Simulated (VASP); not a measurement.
# SiC (Moissanite) (P6_3mc) in VASP: further runs

The runs below take SiC (Moissanite) through single point, with PBE+D4, BLYP.

All numbers are computed with VASP 6.6.1; they aren't measurements. Logs are shortened: lines on timing, memory, paths and dates and some standing lists are left out, and cuts for length are marked.

## (1) The cell of the first run

The structure is hexagonal, space group P6_3mc (No. 186). The conventional cell has a = 3.136 Å, b = 3.136 Å, c = 5.147 Å, α = 90.00°, β = 90.00°, γ = 120.00°. Within 2.5 Å of Si (site symmetry 3m) lie 4 C at 1.91 to 1.98 Å. Within 2.5 Å of C (site symmetry 3m) lie 4 Si at 1.91 to 1.98 Å.

## (2) Single point, PBE+D4

Contents of INCAR:

```
ALGO     = Normal         # electronic algorithm
EDIFF    = 1E-6           # SCF threshold, eV
ENCUT    = 520            # plane-wave cutoff, eV
GGA      = PE             # functional
ISIF     = 2              # what is computed and relaxed
ISMEAR   = -1             # smearing method
IVDW     = 13             # dispersion correction
LASPH    = True           # aspherical terms in the spheres
LCHARG   = False          # write CHGCAR
LREAL    = False          # projectors in reciprocal space
LWAVE    = False          # write WAVECAR
NBANDS   = 16             # bands
NELM     = 80             # most SCF steps
PREC     = Accurate       # precision mode
SIGMA    = 0.05           # smearing width, eV
```

Contents of KPOINTS:

```
k-points
0
Gamma
  10 10 5
```

Contents of POSCAR:

```
SiC
1.0
    3.1363290418      0.0000000000      0.0000000000
   -1.5681645209      2.7161406248      0.0000000000
    0.0000000000      0.0000000000      5.1470055276
Si C
2 2
Direct
    0.6666666667      0.3333333333      0.5000000000
    0.3333333333      0.6666666667      0.0000000000
    0.6666666667      0.3333333333      0.8850000000
    0.3333333333      0.6666666667      0.3850000000
```

Potentials or basis: VASP PAW PBE potentials, release 64 (Si, C).

On the command line:

```bash
$ cat potpaw_PBE.64/Si/POTCAR potpaw_PBE.64/C/POTCAR > POTCAR
$ mpirun -np 1 vasp_std > vasp.out
```

OUTCAR:

```text
EDIFF = 1E-6
   ENCUT = 520
   GGA = PE
   ISIF = 2
   ISMEAR = -1
   IVDW = 13
   LASPH = True
   LREAL = False
   NELM = 80
   PREC = Accurate

 ion  position               nearest neighbor table
   1  0.667  0.333  0.500-   4 1.91   4 1.91   4 1.91   3 1.98   2 3.15   2 3.15   2 3.15   2 3.15
                             2 3.15   2 3.15
   2  0.333  0.667  0.000-   3 1.91   3 1.91   3 1.91   4 1.98   1 3.15   1 3.15   1 3.15   1 3.15
                             1 3.15   1 3.15
   3  0.667  0.333  0.885-   2 1.91   2 1.91   2 1.91   1 1.98
   4  0.333  0.667  0.385-   1 1.91   1 1.91   1 1.91   2 1.98

  LATTYP: Found a hexagonal cell.
 ALAT       =     3.1363290418
 C/A-ratio  =     1.6410923277

  Lattice vectors:

 A1 = (   3.1363290418,   0.0000000000,   0.0000000000)
 A2 = (  -1.5681645209,   2.7161406248,   0.0000000000)
 A3 = (   0.0000000000,   0.0000000000,   5.1470055276)

Analysis of symmetry for initial positions (statically):
=====================================================================
 Subroutine PRICEL returns:
 Original cell was already a primitive cell.

 Routine SETGRP: Setting up the symmetry group for a
 hexagonal supercell.

 Subroutine GETGRP returns: Found 12 space group operations
 (whereof  6 operations were pure point group operations)
 out of a pool of 24 trial point group operations.

The static configuration has the point symmetry C_3v.
 The point group associated with its full space group is C_6v.

Analysis of symmetry for dynamics (positions and initial velocities):
=====================================================================
 Subroutine PRICEL returns:
 Original cell was already a primitive cell.

 Routine SETGRP: Setting up the symmetry group for a
 hexagonal supercell.

 Subroutine GETGRP returns: Found 12 space group operations
 (whereof  6 operations were pure point group operations)
 out of a pool of 24 trial point group operations.

The dynamic configuration has the point symmetry C_3v.
 The point group associated with its full space group is C_6v.

 Subroutine INISYM returns: Found 12 space group operations
 (whereof  6 operations are pure point group operations),
 and found     1 'primitive' translations

----------------------------------------------------------------------------------------

                                     Primitive cell

  volume of cell :      43.8459

  direct lattice vectors                    reciprocal lattice vectors
     3.136329042  0.000000000  0.000000000     0.318844097  0.184084725  0.000000000
    -1.568164521  2.716140625  0.000000000     0.000000000  0.368169450  0.000000000
     0.000000000  0.000000000  5.147005528     0.000000000  0.000000000  0.194287726

  length of vectors
     3.136329042  3.136329042  5.147005528     0.368169450  0.368169450  0.194287726

  position of ions in fractional coordinates (direct lattice)
     0.666666667  0.333333333  0.500000000
     0.333333333  0.666666667  0.000000000
     0.666666667  0.333333333  0.885000000
     0.333333333  0.666666667  0.385000000

  ion indices of the primitive-cell ions
   primitive index   ion index
                 1           1
                 2           2
                 3           3
                 4           4

----------------------------------------------------------------------------------------

 KPOINTS: k-points

Automatic generation of k-mesh.
 Grid dimensions read from file:
 generate k-points for:   10   10    5

 Generating k-lattice:

  Cartesian coordinates                     Fractional coordinates (reciprocal lattice)
     0.031884410  0.018408473  0.000000000     0.100000000  0.000000000  0.000000000
     0.000000000  0.036816945  0.000000000     0.000000000  0.100000000  0.000000000
     0.000000000  0.000000000  0.038857545     0.000000000  0.000000000  0.200000000

  Length of vectors
     0.036816945  0.036816945  0.038857545

  Shift w.r.t. Gamma in fractional coordinates (k-lattice)
     0.000000000  0.000000000  0.000000000

 Subroutine IBZKPT returns following result:
 ===========================================

 Found     42 irreducible k-points:

 Following reciprocal coordinates:
            Coordinates               Weight
  0.000000  0.000000  0.000000      1.000000
  0.100000  0.000000  0.000000      6.000000
  0.200000  0.000000  0.000000      6.000000
  0.300000  0.000000  0.000000      6.000000
  0.400000  0.000000  0.000000      6.000000
  0.500000  0.000000  0.000000      3.000000
[... 16 lines left out ...]
  0.300000  0.100000  0.200000     24.000000
  0.400000  0.100000  0.200000     24.000000
 [... further k-points ...]
   k-points           NKPTS =     42   k-points in BZ     NKDIM =     42   number of bands    NBANDS=     16
   number of dos      NEDOS =    301   number of ions     NIONS =      4
   total plane-waves  NPLWV =  23040
   dimension x,y,z NGX =    24 NGY =   24 NGZ =   40
   dimension x,y,z NGXF=    48 NGYF=   48 NGZF=   80
   ions per type =               2   2
   NGX,Y,Z   is equivalent  to a cutoff of  12.72, 12.72, 12.92 a.u.
   NGXF,Y,Z  is equivalent  to a cutoff of  25.44, 25.44, 25.84 a.u.
 SYSTEM =  unknown system
   PREC   = accura    normal or accurate (medium, high low for compatibility)
   ISTART =      0    job   : 0-new  1-cont  2-samecut
   ICHARG =      2    charge: 1-file 2-atom 10-const
   ISPIN  =      1    spin polarized calculation?
   LNONCOLLINEAR =      F non collinear calculations
   LSORBIT =      F    spin-orbit coupling
   LASPH  =      T    aspherical Exc in radial PAW
   ENCUT  =  520.0 eV  38.22 Ry    6.18 a.u.   5.83  5.83  9.57*2*pi/ulx,y,z
   NELM   =     80;   NELMIN=  2; NELMDL= -5     # of ELM steps
   EDIFF  = 0.1E-05   stopping-criterion for ELM
   LREAL  =      F    real-space projection
   EDIFFG = 0.1E-04   stopping-criterion for IOM
   NSW    =      0    number of steps for IOM
   IBRION =     -1    ionic relax: 0-MD 1-quasi-New 2-CG
   NFREE  =      0    steps in history (QN), initial steepest desc. (CG)
   ISIF   =      2    stress and relaxation
   ISYM   =      2    0-nonsym 1-usesym 2-fastsym
   POTIM  = 0.5000    time-step for ionic-motion
   TEBEG  =    0.0;   TEEND  =   0.0 temperature during run
   PSTRESS=    0.0 pullay stress
   NELECT =      16.0000    total number of electrons
   NUPDOWN=      -1.0000    fix difference up-down
   EMIN   =  10.00;   EMAX   =-10.00  energy-range for DOS
   EFERMI =   0.00;   METHOD = LEGACY
   ISMEAR =    -1;   SIGMA  =   0.05  broadening in eV -4-tet -1-fermi 0-gaus
   EFERMI_NEDOS =   21; number of points for ismear=-14 and -15
   IALGO  =     38    algorithm
   IMIX   =      4    mixing-type and parameters
     AMIX     =   0.40;   BMIX     =  1.00
     AMIX_MAG =   1.60;   BMIX_MAG =  1.00
  volume/ion in A,a.u.               =      10.96        73.97
  Fermi-wavevector in a.u.,A,eV,Ry     =   1.169873  2.210739 18.620967  1.368602
  Thomas-Fermi vector in A             =   2.306339
   LORBIT       =      0    0 simple, 1 ext, 2 COOP (PROOUT), +10 PAW based schemes
   GGA     = PE    functional components
   LHFCALC =     F    Hartree Fock is set to
   AEXX    =    0.0000 exact exchange contribution
   IVDW    =    13    specifies the selected vdW correction
   LEPSILON=     F    determine dielectric tensor
   LRPA    =     F    only Hartree local field effects (RPA)
 non-spin polarized calculation
  energy-cutoff  :      520.00
  volume of cell :       43.85
 maximum number of plane-waves:      1193
 NGX is ok and might be reduce to    24
   NGX = 11   NGY = 11   NGZ = 19

 number of electron      16.0000000 magnetization

 Free energy of the ion-electron system (eV)
  ---------------------------------------------------
  ext. energy  EPLUGINS =         0.00000000
  ---------------------------------------------------
  free energy    TOTEN  =       -30.02824574 eV

  energy without entropy =      -30.02824574  energy(sigma->0) =      -30.02824574

 E-fermi :   8.7288     XC(G=0): -11.0959

 val. band max:        7.7641767217   @ k =   0.0000   0.0000   0.0000
 cond. band min:      10.2486961292   @ k =   0.5000   0.0000   0.0000
 fundamental gap:      2.4845194075
 Fermi energy:         8.7288499216

 k-point     1 :       0.0000    0.0000    0.0000
  band No.  band energies     occupation
      1      -7.5055      2.00000
      2      -4.2196      2.00000
      3      -0.5919      2.00000
      4       6.2362      2.00000
      5       6.2362      2.00000
      6       7.4847      2.00000
[... 8 lines left out ...]
     15      16.0679      0.00000
     16      18.6302      0.00000

 k-point     2 :       0.1000    0.0000    0.0000
  band No.  band energies     occupation
      1      -7.3397      2.00000
      2      -4.0769      2.00000
      3      -0.4416      2.00000
      4       5.3192      2.00000
      5       5.9625      2.00000
      6       6.8400      2.00000
[... 8 lines left out ...]
     15      16.4996      0.00000
     16      17.6159      0.00000

 k-point     3 :       0.2000    0.0000    0.0000
  band No.  band energies     occupation
      1      -6.8492      2.00000
      2      -3.6677      2.00000
      3      -0.0166      2.00000
      4       3.5114      2.00000
      5       5.3858      2.00000
      6       5.3907      2.00000
[... 8 lines left out ...]
     15      16.7909      0.00000
     16      17.4313      0.00000

 k-point     4 :       0.3000    0.0000    0.0000
  band No.  band energies     occupation
      1      -6.0607      2.00000
      2      -3.0824      2.00000
      3       0.4544      2.00000
      4       1.8991      2.00000
      5       3.7256      2.00000
      6       4.8402      2.00000
[... 8 lines left out ...]
     15      17.6520      0.00000
     16      18.7592      0.00000

 k-point     5 :       0.4000    0.0000    0.0000
  band No.  band energies     occupation
      1      -5.0624      2.00000
      2      -2.6983      2.00000
      3      -0.0157      2.00000
      4       1.9337      2.00000
      5       2.2640      2.00000
      6       4.4683      2.00000
[... 8 lines left out ...]
     15      18.0382      0.00000
     16      19.1784      0.00000

 k-point     6 :       0.5000    0.0000    0.0000
  band No.  band energies     occupation
      1      -4.3595      2.00000
      2      -2.9333      2.00000
      3      -0.0830      2.00000
      4       1.3443      2.00000
      5       2.5439      2.00000
      6       4.3386      2.00000
[... 8 lines left out ...]
     15      17.5722      0.00000
     16      19.5831      0.00000
[... 267 lines left out ...]
 k-point    21 :       0.1000    0.1000    0.2000
  band No.  band energies     occupation
      1      -6.8282      2.00000
      2      -4.4097      2.00000
      3       0.7272      2.00000
      4       4.3336      2.00000
      5       5.1657      2.00000
      6       5.7404      2.00000
[... 8 lines left out ...]
     15      17.0728      0.00000
     16      17.7136      0.00000

 k-point    22 :       0.2000    0.1000    0.2000
  band No.  band energies     occupation
      1      -6.1905      2.00000
      2      -3.8568      2.00000
      3       1.0122      2.00000
      4       2.9338      2.00000
      5       3.8645      2.00000
      6       4.8122      2.00000
[... 8 lines left out ...]
     15      17.4850      0.00000
     16      18.0434      0.00000

 k-point    23 :       0.3000    0.1000    0.2000
  band No.  band energies     occupation
      1      -5.2912      2.00000
      2      -3.1809      2.00000
      3       0.3984      2.00000
      4       2.3052      2.00000
      5       2.7482      2.00000
      6       4.1385      2.00000
[... 8 lines left out ...]
     15      18.1607      0.00000
     16      18.7358      0.00000

 k-point    24 :       0.4000    0.1000    0.2000
  band No.  band energies     occupation
      1      -4.3262      2.00000
      2      -2.8859      2.00000
      3      -0.3177      2.00000
      4       1.0959      2.00000
      5       3.1767      2.00000
      6       3.9695      2.00000
[... 8 lines left out ...]
     15      18.5831      0.00000
     16      19.8561      0.00000

 [... further k-points ...]

------------------------ aborting loop because EDIFF is reached ----------------------------------------

  DFT-D4 for vdW energy calculation

  Edisp (eV):   -1.25521

  FORCE on cell =-STRESS in cart. coord.  units (eV):
  Direction    XX          YY          ZZ          XY          YZ          ZX
  --------------------------------------------------------------------------------------
  -------------------------------------------------------------------------------------
  Total      -3.02467    -3.02467    -3.65903     0.00000     0.00000     0.00000
  in kB    -110.52487  -110.52487  -133.70501     0.00000     0.00000     0.00000
  external pressure =     -118.25 kB  Pullay stress =        0.00 kB

 VOLUME and BASIS-vectors are now :
 -----------------------------------------------------------------------------
  energy-cutoff  :      520.00
  volume of cell :       43.85
      direct lattice vectors                 reciprocal lattice vectors
     3.136329042  0.000000000  0.000000000     0.318844097  0.184084725  0.000000000
    -1.568164521  2.716140625  0.000000000     0.000000000  0.368169450  0.000000000
     0.000000000  0.000000000  5.147005528     0.000000000  0.000000000  0.194287726

 POSITION                                       TOTAL-FORCE (eV/Angst)
 -----------------------------------------------------------------------------------
      1.56816      0.90538      2.57350         0.000000     -0.000000      0.645554
     -0.00000      1.81076      0.00000        -0.000000      0.000000      0.645554
      1.56816      0.90538      4.55510        -0.000000      0.000000     -0.645554
     -0.00000      1.81076      1.98160         0.000000     -0.000000     -0.645554
 -----------------------------------------------------------------------------------
    total drift:                               -0.000000      0.000000     -0.000348

  FREE ENERGIE OF THE ION-ELECTRON SYSTEM (eV)
  ---------------------------------------------------
  free  energy   TOTEN  =       -31.2834521163 eV

  energy  without entropy=      -31.2834521163  energy(sigma->0) =      -31.28345212
```

Wall time 27 s (1 thread of Intel Xeon 6975P-C, shared host); peak memory 0.16 GiB.

What came out:

```
Free energy                : -31.2835 eV
Pressure                   : -11.8 GPa
Largest force              : 0.646 eV/Å
Band gap on the k mesh     : 2.48 eV, indirect (least direct gap 3.96 eV)
Dispersion energy per atom : -0.314 eV
```

Forces in eV/Å, atoms in the order of the input:
```
Si   0.000  0.000  0.646
Si   0.000  0.000  0.646
C    0.000  0.000 -0.646
C    0.000  0.000 -0.646
```

A k mesh can miss the band edges. Expect the measured gap to be larger: semilocal functionals such as PBE lack the derivative discontinuity.

(Part 1 of 2 ends here.)
